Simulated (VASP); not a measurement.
Runs of VASP 6.6.1 on Ti3Al. The structure is that of space group Fm-3m (No. 225), or close to it. The cells are those of the table. 

| cell | k mesh | gap on the mesh (eV) | pressure (GPa) | moment (μB) |
| --- | --- | --- | --- | --- |
| a = 4.523 Å, angles 60.0°, 4 atoms | 12 × 12 × 12 | none | 3.3 | 1.83 |
| a = 4.716 Å, angles 60.0°, 4 atoms | 12 × 12 × 12 | none | (b) | 2.33 |
| a = 4.476 Å, angles 60.0°, 4 atoms | 12 × 12 × 12 | none | 7.2 | (a) |
| a = 4.569 Å, angles 60.0°, 4 atoms | 12 × 12 × 12 | none | -0.1 | 1.96 |
| a = 4.570 Å, angles 60.0°, 4 atoms | 6 × 6 × 6 | none | -0.1 | 2.08 |

Alike in all rows: task single point; level PBE; potentials or basis VASP PAW PBE potentials, release 64 (Ti_sv, Al); spin collinear; cutoff (eV) 520; smearing gaussian 0.1 eV.

Question: Estimate the missing entries.

Answer: (a) 1.71; (b) -8.6.

Caveats: the cell stands under pressure (at least some runs); the cell stands under tension (at least some runs).

A gap of «none» marks levels without a gap at the run's occupations.
